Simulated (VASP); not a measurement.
The system is GaGe.

```
Ge Ga
1.0
     0.00000    2.85868    2.85868
     2.85868    0.00000    2.85868
     2.85868    2.85868    0.00000
Ge Ga
1 1
Direct
  0.00000 0.00000 0.00000
  0.25000 0.25000 0.25000
```

This cell differs from its parent crystal: volume scaled by 0.96.

Base run:

| Property | Result |
| --- | --- |
| Program | VASP 6.6.1 |
| Functional | PBEsol |
| Potentials or basis | VASP PAW PBE potentials, release 64 (Ge_d, Ga_d) |
| Cutoff | 520 eV |
| k mesh | 8 × 8 × 8 |
| Occupations | fermi-dirac, width 0.05 eV |
| Spin | no spin polarisation |

Its results: pressure -0.4 GPa.

**Question.** The run is repeated on the same cell with these changes: functional from PBEsol to PBE0; k mesh from 8 × 8 × 8 to 4 × 4 × 4. What comes out?

**Answer.** Pressure 0.3 GPa.

Several settings changed at once, so the effect can't be laid on one alone.

Caveats: some runs use coarse meshes; the PAW data sets were made with another functional, which shifts forces and pressure a little.
